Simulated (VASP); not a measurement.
# Co (Fm-3m) in VASP: notebook

Runs on Co. Level: r2SCAN. Tasks: single point.

All numbers are computed with VASP 6.6.1; they aren't measurements. Logs are shortened: lines on timing, memory, paths and dates and some standing lists are left out, and cuts for length are marked.

## 1. The cell of the first run

The structure is cubic, space group Fm-3m (No. 225). The conventional cell has a = 3.369 Å, b = 3.369 Å, c = 3.369 Å, α = 90.00°, β = 90.00°, γ = 90.00°. Co (site symmetry m-3m) has 12 Co at 2.38 Å within 3.1 Å.

This isn't the form of Co at room conditions, which is hcp.

## 2. Single point, r2SCAN (9.56 Å³/atom)

POSCAR

```
Co
1.0
    0.0000000000      1.6843299404      1.6843299404
    1.6843299404      0.0000000000      1.6843299404
    1.6843299404      1.6843299404      0.0000000000
Co
1
Direct
    0.0000000000      0.0000000000      0.0000000000
```

INCAR.step1

```
PREC = Accurate ; ENCUT = 520
ISMEAR = -1 ; SIGMA = 0.1
LREAL = F ; LASPH = T
NELM = 80 ; NBANDS = 10
GGA = PE ; ALGO = Normal
EDIFF = 1E-4 ; LWAVE = T
LCHARG = F
```

INCAR.step2

```
PREC = Accurate ; ENCUT = 520
EDIFF = 1E-6 ; ISMEAR = -1
SIGMA = 0.1 ; LREAL = F
LASPH = T ; NELM = 80
ALGO = Normal ; ISIF = 2
LWAVE = F ; LCHARG = F
METAGGA = R2SCAN ; LMIXTAU = T
NBANDS = 10 ; ISTART = 1
```

KPOINTS

```
Automatic mesh
0
Gamma
  18 18 18
```

Potentials or basis: VASP PAW PBE potentials, release 64 (Co).

On the command line:

```sh
$ cat potpaw_PBE.64/Co/POTCAR > POTCAR
$ cp INCAR.step1 INCAR
$ mpirun -np 1 vasp_std > vasp.out
$ cp INCAR.step2 INCAR
$ mpirun -np 1 vasp_std > vasp.out
```

OUTCAR:

```text
PREC = Accurate
   ENCUT = 520
   EDIFF = 1E-6
   ISMEAR = -1
   LREAL = F
   LASPH = T
   NELM = 80
   ISIF = 2
   METAGGA = R2SCAN
   ISTART = 1

 ion  position               nearest neighbor table
   1  0.000  0.000  0.000-

  LATTYP: Found a face centered cubic cell.
 ALAT       =     3.3686598808

  Lattice vectors:

 A1 = (   0.0000000000,   1.6843299404,   1.6843299404)
 A2 = (   1.6843299404,   0.0000000000,   1.6843299404)
 A3 = (   1.6843299404,   1.6843299404,   0.0000000000)

Analysis of symmetry for initial positions (statically):
=====================================================================
 Subroutine PRICEL returns:
 Original cell was already a primitive cell.

 Routine SETGRP: Setting up the symmetry group for a
 face centered cubic supercell.

 Subroutine GETGRP returns: Found 48 space group operations
 (whereof 48 operations were pure point group operations)
 out of a pool of 48 trial point group operations.

The static configuration has the point symmetry O_h .

Analysis of symmetry for dynamics (positions and initial velocities):
=====================================================================
 Subroutine PRICEL returns:
 Original cell was already a primitive cell.

 Routine SETGRP: Setting up the symmetry group for a
 face centered cubic supercell.

 Subroutine GETGRP returns: Found 48 space group operations
 (whereof 48 operations were pure point group operations)
 out of a pool of 48 trial point group operations.

The dynamic configuration has the point symmetry O_h .

 Subroutine INISYM returns: Found 48 space group operations
 (whereof 48 operations are pure point group operations),
 and found     1 'primitive' translations

----------------------------------------------------------------------------------------

                                     Primitive cell

  volume of cell :       9.5568

  direct lattice vectors                    reciprocal lattice vectors
     0.000000000  1.684329940  1.684329940    -0.296853952  0.296853952  0.296853952
     1.684329940  0.000000000  1.684329940     0.296853952 -0.296853952  0.296853952
     1.684329940  1.684329940  0.000000000     0.296853952  0.296853952 -0.296853952

  length of vectors
     2.382002245  2.382002245  2.382002245     0.514166128  0.514166128  0.514166128

  position of ions in fractional coordinates (direct lattice)
     0.000000000  0.000000000  0.000000000

  ion indices of the primitive-cell ions
   primitive index   ion index
                 1           1

----------------------------------------------------------------------------------------

 KPOINTS: Automatic mesh

Automatic generation of k-mesh.
 Grid dimensions read from file:
 generate k-points for:   18   18   18

 Generating k-lattice:

  Cartesian coordinates                     Fractional coordinates (reciprocal lattice)
    -0.016491886  0.016491886  0.016491886     0.055555556  0.000000000  0.000000000
     0.016491886 -0.016491886  0.016491886     0.000000000  0.055555556  0.000000000
     0.016491886  0.016491886 -0.016491886     0.000000000  0.000000000  0.055555556

  Length of vectors
     0.028564785  0.028564785  0.028564785

  Shift w.r.t. Gamma in fractional coordinates (k-lattice)
     0.000000000  0.000000000  0.000000000

 Subroutine IBZKPT returns following result:
 ===========================================

 Found    195 irreducible k-points:

 Following reciprocal coordinates:
            Coordinates               Weight
  0.000000  0.000000  0.000000      1.000000
  0.055556  0.000000  0.000000      8.000000
  0.111111  0.000000  0.000000      8.000000
  0.166667  0.000000  0.000000      8.000000
  0.222222  0.000000  0.000000      8.000000
  0.277778  0.000000  0.000000      8.000000
[... 16 lines left out ...]
 -0.277778  0.055556  0.000000     24.000000
 -0.222222  0.055556  0.000000     24.000000
 [... further k-points ...]
   k-points           NKPTS =    195   k-points in BZ     NKDIM =    195   number of bands    NBANDS=     10
   number of dos      NEDOS =    301   number of ions     NIONS =      1
   total plane-waves  NPLWV =   5832
   dimension x,y,z NGX =    18 NGY =   18 NGZ =   18
   dimension x,y,z NGXF=    36 NGYF=   36 NGZF=   36
   ions per type =               1
   NGX,Y,Z   is equivalent  to a cutoff of  12.56, 12.56, 12.56 a.u.
   NGXF,Y,Z  is equivalent  to a cutoff of  25.13, 25.13, 25.13 a.u.
 SYSTEM =  unknown system
   PREC   = accura    normal or accurate (medium, high low for compatibility)
   ISTART =      1    job   : 0-new  1-cont  2-samecut
   ICHARG =      0    charge: 1-file 2-atom 10-const
   ISPIN  =      1    spin polarized calculation?
   LNONCOLLINEAR =      F non collinear calculations
   LSORBIT =      F    spin-orbit coupling
   LASPH  =      T    aspherical Exc in radial PAW
   ENCUT  =  520.0 eV  38.22 Ry    6.18 a.u.   4.43  4.43  4.43*2*pi/ulx,y,z
   NELM   =     80;   NELMIN=  2; NELMDL=  0     # of ELM steps
   EDIFF  = 0.1E-05   stopping-criterion for ELM
   LREAL  =      F    real-space projection
   EDIFFG = 0.1E-04   stopping-criterion for IOM
   NSW    =      0    number of steps for IOM
   IBRION =     -1    ionic relax: 0-MD 1-quasi-New 2-CG
   NFREE  =      0    steps in history (QN), initial steepest desc. (CG)
   ISIF   =      2    stress and relaxation
   ISYM   =      2    0-nonsym 1-usesym 2-fastsym
   POTIM  = 0.5000    time-step for ionic-motion
   TEBEG  =    0.0;   TEEND  =   0.0 temperature during run
   PSTRESS=    0.0 pullay stress
   NELECT =       9.0000    total number of electrons
   NUPDOWN=      -1.0000    fix difference up-down
   EMIN   =  10.00;   EMAX   =-10.00  energy-range for DOS
   EFERMI =   0.00;   METHOD = LEGACY
   ISMEAR =    -1;   SIGMA  =   0.10  broadening in eV -4-tet -1-fermi 0-gaus
   EFERMI_NEDOS =   21; number of points for ismear=-14 and -15
   IALGO  =     38    algorithm
   IMIX   =      4    mixing-type and parameters
     AMIX     =   0.40;   BMIX     =  1.00
     AMIX_MAG =   1.60;   BMIX_MAG =  1.00
  volume/ion in A,a.u.               =       9.56        64.49
  Fermi-wavevector in a.u.,A,eV,Ry     =   1.604668  3.032383 35.034445  2.574959
  Thomas-Fermi vector in A             =   2.701136
   LORBIT       =      0    0 simple, 1 ext, 2 COOP (PROOUT), +10 PAW based schemes
   METAGGA = R2SCAN    functional components
   LHFCALC =     F    Hartree Fock is set to
   AEXX    =    0.0000 exact exchange contribution
   IVDW    =     0    specifies the selected vdW correction
   LEPSILON=     F    determine dielectric tensor
   LRPA    =     F    only Hartree local field effects (RPA)
 non-spin polarized calculation
  energy-cutoff  :      520.00
  volume of cell :        9.56
 maximum number of plane-waves:       271
 NGX is ok and might be reduce to    18
   NGX =  9   NGY =  9   NGZ =  9

 number of electron       9.0000006 magnetization

 Free energy of the ion-electron system (eV)
  ---------------------------------------------------
  ext. energy  EPLUGINS =         0.00000000
  ---------------------------------------------------
  free energy    TOTEN  =       -12.75699561 eV

  energy without entropy =      -12.69488872  energy(sigma->0) =      -12.72594217

 E-fermi :  11.9085     XC(G=0): -15.5013

 val. band max:       11.9066397811   @ k =  -0.3333   0.2222   0.0556
 cond. band min:      11.9089551361   @ k =   0.3333   0.1111   0.0000
 fundamental gap:      0.0023153550
 Fermi energy:        11.9084863737

 k-point     1 :       0.0000    0.0000    0.0000
  band No.  band energies     occupation
      1       1.8698      2.00000
      2       9.7616      2.00000
      3       9.7616      2.00000
      4       9.7616      2.00000
      5      11.1958      1.99840
      6      11.1958      1.99840
      7      37.0996      0.00000
      8      43.0855      0.00000
      9      43.0855      0.00000
     10      43.0856      0.00000

 k-point     2 :       0.0556    0.0000    0.0000
  band No.  band energies     occupation
      1       2.0113      2.00000
      2       9.7114      2.00000
      3       9.8002      2.00000
      4       9.8002      2.00000
      5      11.1777      1.99866
      6      11.1777      1.99866
      7      36.9048      0.00000
      8      41.3463      0.00000
      9      42.8751      0.00000
     10      42.8751      0.00000

 k-point     3 :       0.1111    0.0000    0.0000
  band No.  band energies     occupation
      1       2.4278      2.00000
      2       9.5751      2.00000
      3       9.8992      2.00000
      4       9.8992      2.00000
      5      11.1405      1.99908
      6      11.1405      1.99908
      7      35.8171      0.00000
      8      39.3225      0.00000
      9      42.4247      0.00000
     10      42.4248      0.00000

 k-point     4 :       0.1667    0.0000    0.0000
  band No.  band energies     occupation
      1       3.0923      2.00000
      2       9.3951      2.00000
      3      10.0027      2.00000
      4      10.0027      2.00000
      5      11.1396      1.99908
      6      11.1396      1.99908
      7      33.3903      0.00000
      8      38.4474      0.00000
      9      41.9567      0.00000
     10      41.9568      0.00000

 k-point     5 :       0.2222    0.0000    0.0000
  band No.  band energies     occupation
      1       3.9478      2.00000
      2       9.2436      2.00000
      3      10.0295      2.00000
      4      10.0295      2.00000
      5      11.2526      1.99717
      6      11.2526      1.99717
      7      30.5204      0.00000
      8      37.8796      0.00000
      9      41.5601      0.00000
     10      41.5602      0.00000

 k-point     6 :       0.2778    0.0000    0.0000
  band No.  band energies     occupation
      1       4.8802      2.00000
      2       9.2375      2.00000
      3       9.9573      2.00000
      4       9.9573      2.00000
      5      11.4911      1.96967
      6      11.4911      1.96967
      7      27.6694      0.00000
      8      37.2570      0.00000
      9      41.2585      0.00000
     10      41.2585      0.00000
[... 183 lines left out ...]
 k-point    21 :      -0.3889    0.0556    0.0000
  band No.  band energies     occupation
      1       6.3569      2.00000
      2       9.6195      2.00000
      3       9.7381      2.00000
      4      10.3284      2.00000
      5      12.0189      0.49784
      6      12.5951      0.00208
      7      22.0007      0.00000
      8      35.3698      0.00000
      9      39.2737      0.00000
     10      41.3978      0.00000

 k-point    22 :      -0.3333    0.0556    0.0000
  band No.  band energies     occupation
      1       5.9879      2.00000
      2       9.5997      2.00000
      3       9.7565      2.00000
      4       9.8419      2.00000
      5      11.7221      1.73145
      6      12.2288      0.07810
      7      24.2291      0.00000
      8      35.6760      0.00000
      9      39.5072      0.00000
     10      42.6739      0.00000

 k-point    23 :      -0.2778    0.0556    0.0000
  band No.  band energies     occupation
      1       5.2798      2.00000
      2       9.2070      2.00000
      3       9.8847      2.00000
      4       9.9706      2.00000
      5      11.3935      1.98846
      6      11.8815      1.13401
      7      26.8305      0.00000
      8      36.0874      0.00000
      9      39.9948      0.00000
     10      43.3163      0.00000

 k-point    24 :      -0.2222    0.0556    0.0000
  band No.  band energies     occupation
      1       4.3678      2.00000
      2       9.1501      2.00000
      3       9.9975      2.00000
      4      10.0766      2.00000
      5      11.1103      1.99932
      6      11.5723      1.93295
      7      29.6419      0.00000
      8      36.5650      0.00000
      9      40.6060      0.00000
     10      43.4322      0.00000

 [... further k-points ...]

------------------------ aborting loop because EDIFF is reached ----------------------------------------

  FORCE on cell =-STRESS in cart. coord.  units (eV):
  Direction    XX          YY          ZZ          XY          YZ          ZX
  --------------------------------------------------------------------------------------
  -------------------------------------------------------------------------------------
  Total        0.7628106      0.7628106      0.7628106      0.0000000      0.0000000     -0.0000000
  in kB      127.8838797    127.8838797    127.8838797      0.0000000      0.0000000     -0.0000000
  external PRESSURE =     127.8838797 kB  Pullay stress =       0.0000000 kB

 VOLUME and BASIS-vectors are now :
 -----------------------------------------------------------------------------
  energy-cutoff  :      520.00
  volume of cell :        9.56
      direct lattice vectors                 reciprocal lattice vectors
     0.000000000  1.684329940  1.684329940    -0.296853952  0.296853952  0.296853952
     1.684329940  0.000000000  1.684329940     0.296853952 -0.296853952  0.296853952
     1.684329940  1.684329940  0.000000000     0.296853952  0.296853952 -0.296853952

 POSITION                                       TOTAL-FORCE (eV/Angst)
 -----------------------------------------------------------------------------------
      0.00000      0.00000      0.00000         0.000000      0.000000      0.000000
 -----------------------------------------------------------------------------------
    total drift:                                0.000000     -0.000000      0.000000

  FREE ENERGIE OF THE ION-ELECTRON SYSTEM (eV)
  ---------------------------------------------------
  free  energy   TOTEN  =       -12.7569956127 eV

  energy  without entropy=      -12.6948887206  energy(sigma->0) =      -12.72594217
```

It took 2.1 min on 1 thread of AMD EPYC 7R13, shared host; peak memory 0.11 GiB.

What came out:

* Free energy: -12.7570 eV
* Pressure: 12.8 GPa
* Band gap on the k mesh: zero (an odd number of electrons rules out a gap without spin polarisation)

Levels at points of the mesh, in eV from the Fermi level:
```csv
k point,band 1,band 2,band 3,band 4,band 5,band 6,band 7,band 8
"(0.00, 0.00, 0.00)",-10.04,-2.15,-2.15,-2.15,-0.71,-0.71,25.19,31.18
"(0.50, 0.00, 0.00)",-5.49,-2.30,-2.30,-0.28,0.40,0.40,8.22,23.71
"(0.50, 0.50, 0.00)",-5.60,-4.77,0.30,0.72,0.72,3.03,11.87,17.35
```

Caveat: the cell stands under pressure; the PAW data sets were made with another functional, which shifts forces and pressure a little; the run has no spin polarisation, though such a crystal can be magnetic. Spin polarisation is off, so any magnetic state and its effect on volume and gap are missing.

## 3. Single point, r2SCAN (9.95 Å³/atom)

This run uses another cell than the first one, of 9.95 Å³/atom.

POSCAR

```
Co
1.0
    0.0000000000      1.7074058208      1.7074058208
    1.7074058208      0.0000000000      1.7074058208
    1.7074058208      1.7074058208      0.0000000000
Co
1
Direct
    0.0000000000      0.0000000000      0.0000000000
```

INCAR.step1

```
SYSTEM = Co
PREC = Accurate
ENCUT = 520
ISMEAR = -1
SIGMA = 0.1
LREAL = .FALSE.
LASPH = .TRUE.
NELM = 80
NBANDS = 10
GGA = PE
ALGO = Normal
EDIFF = 1E-4
LWAVE = .TRUE.
LCHARG = .FALSE.
```

INCAR.step2

```
SYSTEM = Co
PREC = Accurate
ENCUT = 520
EDIFF = 1E-6
ISMEAR = -1
SIGMA = 0.1
LREAL = .FALSE.
LASPH = .TRUE.
NELM = 80
ALGO = Normal
ISIF = 2
LWAVE = .FALSE.
LCHARG = .TRUE.
METAGGA = R2SCAN
LMIXTAU = .TRUE.
LELF = .TRUE.
LVHAR = .TRUE.
NBANDS = 10
ISTART = 1
```

KPOINTS

```
regular mesh
0
G
  18 18 18
  0 0 0
```

Potentials or basis: VASP PAW PBE potentials, release 64 (Co).

On the command line:

```sh
$ cat potpaw_PBE.64/Co/POTCAR > POTCAR
$ cp INCAR.step1 INCAR
$ mpirun -np 1 vasp_std > vasp.out
$ cp INCAR.step2 INCAR
$ mpirun -np 1 vasp_std > vasp.out
```

It took 2.6 min on 1 thread of AMD EPYC 7R13, shared host; peak memory 0.11 GiB.

The run converged. Its results:

```yaml
Free_energy: -12.7725 eV
Pressure: 0.2 GPa
Band_gap_on_the_k_mesh: zero (an odd number of electrons rules out a gap without spin polarisation)
```

Levels at points of the mesh, in eV from the Fermi level:
| k point | band 1 | band 2 | band 3 | band 4 | band 5 | band 6 | band 7 | band 8 | band 9 |
| --- | --- | --- | --- | --- | --- | --- | --- | --- | --- |
| (0.00, 0.00, 0.00) | -9.75 | -2.02 | -2.02 | -2.02 | -0.67 | -0.67 | 24.87 | 30.53 | 30.53 |
| (0.50, 0.00, 0.00) | -5.22 | -2.16 | -2.16 | -0.23 | 0.38 | 0.38 | 7.85 | 23.41 | 28.19 |
| (0.50, 0.50, 0.00) | -5.28 | -4.48 | 0.28 | 0.68 | 0.68 | 2.96 | 11.44 | 16.91 | 16.91 |

Caveat: the PAW data sets were made with another functional, which shifts forces and pressure a little; the run has no spin polarisation, though such a crystal can be magnetic.
